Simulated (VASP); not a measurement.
Si2Mo:

```xyz
3
Lattice="4.5353 0.0000 0.0000 2.2774 3.9220 0.0000 -3.4064 -1.9610 2.2627" Properties=species:S:1:pos:R:3 pbc="T T T"
Si    2.2686    1.3060    0.0000
Si    4.5441    2.6160    0.0000
Mo    0.0000    0.0000    0.0000
```

Base run:

- Program: VASP 6.6.1
- Functional: PBE
- Potentials or basis: VASP PAW PBE potentials, release 64 (Si, Mo_sv)
- Cutoff: 520 eV
- k mesh: 13 × 13 × 13
- Occupations: fermi-dirac, width 0.15 eV
- Spin: no spin polarisation

Its results: band gap on the k mesh zero (bands 11 and 12 overlap by 0.96 eV); pressure 2.5 GPa; largest force 0.259 eV/Å.

Question: The run is repeated on the same cell with these changes: functional from PBE to PBEsol. What comes out?

Answer: Band gap on the k mesh zero (bands 11 and 12 overlap by 0.97 eV); pressure -2.2 GPa; largest force 0.307 eV/Å.

PBEsol binds more tightly than PBE, so the same cell stands under less pressure.

Caveats: the PAW data sets were made with another functional, which shifts forces and pressure a little (at least some runs).
